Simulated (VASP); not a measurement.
## Al6H: single point with PBE

System: Al6H, a slab with vacuum.

```
CELL_PARAMETERS angstrom
5.71430 0.00000 0.00000
-2.85715 4.94873 0.00000
0.00000 0.00000 22.60164
ATOMIC_POSITIONS crystal
Al 0.33333 0.16667 0.17698
Al 0.33333 0.66667 0.17698
Al 0.83333 0.16667 0.17698
Al 0.83333 0.66667 0.17698
Al 0.16667 0.33333 0.27878
Al 0.16667 0.83333 0.27878
Al 0.66667 0.33333 0.27878
Al 0.66667 0.83333 0.27878
Al 0.00000 0.00000 0.38058
Al 0.00000 0.50000 0.38058
Al 0.50000 0.00000 0.38058
Al 0.50000 0.50000 0.38058
H 0.13777 0.16667 0.42880
H 0.52890 0.16667 0.42880
```

- Program: VASP 6.6.1
- Task: single point
- Functional: PBE
- Potentials or basis: VASP PAW PBE potentials, release 64 (Al, H)
- Cutoff: 520 eV
- k mesh: 6 × 6 × 1
- Occupations: gaussian, width 0.1 eV
- Spin: no spin polarisation
- Dipole correction: yes
- Further INCAR settings: ALGO = Normal; EDIFF = 1e-07; NBANDS = 32

```yaml
Largest_force: 4.282 eV/Å
Band_gap_on_the_k_mesh: zero (bands 19 and 20 overlap by 0.57 eV)
```

Forces on the atoms (eV/Å):
```
Al   0.000 -0.043 -0.045
Al  -0.033  0.030 -0.150
Al   0.000 -0.003 -0.091
Al   0.033  0.030 -0.150
Al   0.001  0.194  0.197
Al   0.000 -0.081  0.108
Al  -0.001  0.194  0.197
Al   0.000 -0.071 -0.072
Al  -1.268 -2.679 -3.090
Al   0.000  0.409 -0.303
Al   1.268 -2.679 -3.090
Al   0.000  0.314 -0.013
H    0.913  2.192  3.251
H   -0.913  2.192  3.251
```

Levels at points of the mesh, in eV from the Fermi level:
```
           k point  band 17  band 18  band 19  band 20  band 21  band 22
(0.00, 0.00, 0.00)    -2.21    -1.29    -0.53    -0.36    -0.29    -0.20
(0.50, 0.00, 0.00)    -0.56    -0.39    -0.02     0.29     0.91     1.01
(0.00, 0.50, 0.00)    -0.51    -0.36    -0.28     0.61     0.86     0.93
```

It took 16 min on 1 thread of Intel Xeon 8259CL, with other jobs on the host, peak memory 0.73 GiB.
